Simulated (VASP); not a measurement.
Set up this calculation in VASP 6.6.1, as the native input.

```yaml
Task: relaxation of the atoms
Functional: PBEsol
Potentials_or_basis: VASP PAW PBE potentials, release 64 (Sb)
Cutoff: 520 eV
k_mesh: 9 × 9 × 1
Occupations: gaussian, width 0.1 eV
Spin: no spin polarisation
Dipole_correction: yes
Atoms_held_fixed_from_0: "[0]"
Further_INCAR_settings: ALGO = Normal; EDIFF = 1e-06; IBRION = 2; EDIFFG = -0.03; NSW = 90
```

The structure of Sb lies in POSCAR:

```
Sb
1.0
    3.0617437800      0.0000000000      0.0000000000
    0.0000000000      3.0617437800      0.0000000000
    0.0000000000      0.0000000000     23.1234875600
Sb
3
Selective dynamics
Direct
    0.0000000000      0.0000000000      0.3675916091  F F F
    0.0000000000      0.0000000000      0.5000000000  T T T
    0.0000000000      0.0000000000      0.6324083909  T T T
```

The input as run:

INCAR

```
SYSTEM = Sb
PREC = Accurate
ENCUT = 520
EDIFF = 1E-6
ISMEAR = 0
SIGMA = 0.1
LREAL = .False.
LASPH = .True.
NELM = 100
ALGO = Normal
ISIF = 2
LWAVE = .False.
LCHARG = .False.
LDIPOL = .True.
IDIPOL = 3
DIPOL = 0.5 0.5 0.500
GGA = PS
IBRION = 2
NSW = 90
EDIFFG = -0.03
```

KPOINTS

```
regular mesh
0
Gamma
  9 9 1
  0 0 0
```

Potentials or basis: VASP PAW PBE potentials, release 64 (Sb).

Launch:

```console
$ cat potpaw_PBE.64/Sb/POTCAR > POTCAR
$ mpirun -np 1 vasp_std > vasp.out
```

It gave:

```json
{
 "Energy gained by relaxing": "13.1 meV/atom",
 "Ionic steps": "9",
 "Band gap on the k mesh": "zero (an odd number of electrons rules out a gap without spin polarisation)"
}
```

Caveat: spin-orbit coupling is left out, which moves the levels of the heavy elements.

Wall time 2.4 min on 1 thread of Intel(R) Xeon(R) Platinum 8488C (Sapphire Rapids), with other jobs on the host, peak memory 0.31 GiB.
